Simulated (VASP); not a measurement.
Set up this calculation in VASP 6.6.1, as the native input.

| Quantity | Value |
| --- | --- |
| Task | single point |
| Functional | revPBE |
| Potentials or basis | VASP PAW PBE potentials, release 64 (Co) |
| Cutoff | 520 eV |
| k mesh | 12 × 12 × 1 |
| Occupations | fermi-dirac, width 0.05 eV |
| Spin | collinear spin, ferromagnetic start |
| Starting moments | [2.0, 2.0, 2.0, 2.0, 2.0, 2.0, 2.0] μB |
| Dipole correction | yes |
| Further INCAR settings | ALGO = Normal; EDIFF = 1e-06; NBANDS = 44 |

The structure of Co lies in POSCAR:

```
Co
1.0
    2.4705617809      0.0000000000      0.0000000000
   -1.2352808904      2.1395692639      0.0000000000
    0.0000000000      0.0000000000     27.1323507000
Co
7
Direct
    0.3333333300      0.6666666600      0.2764227871
    0.0000000000      0.0000000000      0.3509485247
    0.6666666700      0.3333333400      0.4254742624
    0.0000000000      0.0000000000      0.5000000000
    0.3333333300      0.6666666600      0.5745257376
    0.0000000000      0.0000000000      0.6490514753
    0.6666666700      0.3333333400      0.7235772129
```

These files were run (other wordings do the same):

INCAR

```
PREC = Accurate
ENCUT = 520
EDIFF = 1E-6
ISMEAR = -1
SIGMA = 0.05
LREAL = False
LASPH = True
NELM = 150
ALGO = Normal
ISIF = 2
LWAVE = False
LCHARG = True
ISPIN = 2
MAGMOM = 2 2 2 2 2 2 2
LORBIT = 11
LMAXMIX = 4
LDIPOL = True
IDIPOL = 3
DIPOL = 0.5 0.5 0.500
GGA = RE
LELF = True
LVHAR = True
LVACPOTAV = True
NBANDS = 44
```

KPOINTS

```
Automatic mesh
0
Gamma
  12 12 1
```

Potentials or basis: VASP PAW PBE potentials, release 64 (Co).

Command:

```console
$ cat potpaw_PBE.64/Co/POTCAR > POTCAR
$ mpirun -np 1 vasp_std > vasp.out
```

It gave:

```
Largest force                                         : 0.366 eV/Å
Net moment                                            : 11.88 μB per cell
Site moments                                          : Co +1.78, +1.71, +1.69, +1.67 (each value once) μB
Valence electrons inside the program's atomic spheres : Co 8.13, 8.30 (each value once)
```

Caveat: the PAW data sets were made with another functional, which shifts forces and pressure a little.

It took 18 min on 1 thread of Oxide Virtual Turin-like Processor (shared host), peak memory 0.35 GiB.
